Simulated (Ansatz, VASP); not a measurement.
One calculation of GdN, two programs

Contents of INCAR:

```
ALGO = Normal ; EDIFF = 1E-6
ENCUT = 520 ; GGA = PE
ISIF = 2 ; ISMEAR = 0
ISPIN = 2 ; LASPH = T
LCHARG = F ; LDAU = T
LDAUJ = 0 0 ; LDAUL = 3 -1
LDAUPRINT = 1 ; LDAUTYPE = 2
LDAUU = 2 0 ; LMAXMIX = 6
LORBIT = 11 ; LREAL = F
LWAVE = F ; MAGMOM = 7 0
NBANDS = 22 ; NELM = 150
PREC = Accurate ; SIGMA = 0.05
```

File KPOINTS:

```
k-points
0
Gamma
  7 7 7
```

The input POSCAR:

```
GdN
1.0
    0.0000000000      2.4994985700      2.4994985700
    2.4994985700      0.0000000000      2.4994985700
    2.4994985700      2.4994985700      0.0000000000
Gd N
1 1
Direct
    0.5000000000      0.5000000000      0.5000000000
    0.0000000000      0.0000000000      0.0000000000
```

Input for Ansatz:

```yaml
crystal:
  lattice:
    - [0.0, 2.49949857, 2.49949857]
    - [2.49949857, 0.0, 2.49949857]
    - [2.49949857, 2.49949857, 0.0]
  atoms:
    - { symbol: Gd, position: [0.5, 0.5, 0.5], spin: 7.0 }
    - { symbol: "N", position: [0.0, 0.0, 0.0] }
basis:
  ecutwfc: 420
  ecutrho_ratio: 4
kpoints:
  mp_grid: { grid: [7, 7, 7] }
hamiltonian:
  xc: pbe
  hubbard: { sites: [{ site: 0, l: f, u_eff: 2.0 }] }
scf:
  occupations: { method: gaussian, width: 0.05 }
output:
  forces: true
  stress: true
  eigenvalues: true
  populations: true
  hubbard: { sites: [{ site: 0, l: f }] }
  write_density: true
  write_potential: true
  elf: true
  volumetric_format: npy
magnetization:
  spin_polarized: true
```

Alike in both runs: task single point; functional PBE; k mesh 7 × 7 × 7; occupations gaussian, width 0.05 eV; collinear spin; Hubbard terms Gd f U = 2.0 eV.

```csv
,VASP,Ansatz
version,VASP 6.6.1,Ansatz 0.2.0
potentials or method,"VASP PAW PBE potentials, release 64 (Gd, N), cutoff 520 eV","scalar-relativistic, plane waves, PAW"
valence electrons in the cell,23,23
```

|  | VASP | Ansatz | Ansatz less VASP |
| --- | --- | --- | --- |
| gap on the k mesh at the Fermi level (eV) | none | none | - |
| pressure (GPa) | -0.6 | -0.7 | -0.08 |
| net moment per atom (μB) | 3.50 | 3.50 | 0.000 |
| size of the moment on the site where the two differ most (μB) | 6.84 | 6.90 | +0.064 |

Site moments also hang on the region over which each program counts them. The programs project onto different local orbitals, so the same U acts differently, and such runs can settle in different states. A gap of «none» marks a metal or a gap that the smearing closes. Ansatz's warnings: filled band counts differ across k points.

Neither program's run includes spin-orbit coupling.
